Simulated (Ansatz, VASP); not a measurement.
**TaN: VASP beside Ansatz**

```
Ta N
1.0
     2.93800    0.00000    0.00000
    -1.46900    2.54438    0.00000
     0.00000    0.00000    2.88300
Ta N
1 1
Direct
  0.00000 0.00000 0.50000
  0.66667 0.33333 0.00000
```

Alike in both runs: task single point; functional PBE; k mesh 18 × 18 × 14; occupations gaussian, width 0.05 eV; no spin polarisation.

|  | VASP | Ansatz |
| --- | --- | --- |
| version | VASP 6.6.1 | Ansatz 0.2.0 |
| potentials or method | VASP PAW PBE potentials, release 64 (Ta_pv, N), cutoff 520 eV | scalar-relativistic, plane waves, PAW |
| valence electrons in the cell | 16 | 18 |

Ansatz gave:

```
pressure (GPa)                                                : 4.7
traceless stress, the component that is largest in VASP (GPa) : 0.77
```

Task: Estimate VASP's values.

Result: Pressure (GPa): 5.4; traceless stress, the component that is largest in VASP (GPa): 0.88.

VASP's potentials hold 16 valence electrons a cell and Ansatz's 18, so a difference there can come from the potentials and not from the codes.

Neither program's run includes spin-orbit coupling.
